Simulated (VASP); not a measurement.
A run of VASP 6.6.1 is set up as follows.

INCAR

```
SYSTEM = InGa3P4
ALGO = Normal
EDIFF = 1E-6
ENCUT = 520
GGA = PE
ISIF = 2
ISMEAR = 0
LASPH = .TRUE.
LCHARG = .TRUE.
LELF = .TRUE.
LREAL = .FALSE.
LVHAR = .TRUE.
LWAVE = .FALSE.
NBANDS = 46
NELM = 100
PREC = Accurate
SIGMA = 0.02
```

The input KPOINTS:

```
k-points
0
G
  6 6 6
  0 0 0
```

The input POSCAR:

```
InGa3P4
1.0
    5.8023412364      0.0000000000      0.0000000000
    0.0000000000      5.8023412364      0.0000000000
    0.0000000000      0.0000000000      5.8023412364
In Ga P
1 3 4
Direct
    0.5000000000      0.5000000000      0.5000000000
    0.0000000000      0.0000000000      0.5000000000
    0.0000000000      0.5000000000      0.0000000000
    0.5000000000      0.0000000000      0.0000000000
    0.7592806124      0.7592806124      0.7592806124
    0.7592806124      0.2407193876      0.2407193876
    0.2407193876      0.7592806124      0.2407193876
    0.2407193876      0.2407193876      0.7592806124
```

Potentials or basis: VASP PAW PBE potentials, release 64 (In_d, Ga_d, P).

Run with:

```bash
$ cat potpaw_PBE.64/In_d/POTCAR potpaw_PBE.64/Ga_d/POTCAR potpaw_PBE.64/P/POTCAR > POTCAR
$ mpirun -np 1 vasp_std > vasp.out
```

Q: Estimate the band gap on the k mesh.

A: 0.44 eV, direct.

Q: Estimate the pressure.

A: -5.5 GPa.

Forces in eV/Å, atoms in the order of the input:
```
In   0.000  0.000  0.000
Ga   0.000  0.000  0.000
Ga   0.000  0.000  0.000
Ga   0.000  0.000  0.000
P   -0.002 -0.002 -0.002
P   -0.002  0.002  0.002
P    0.002 -0.002  0.002
P    0.002  0.002 -0.002
```

Caveat: spin-orbit coupling is left out, which moves the levels of the heavy elements.
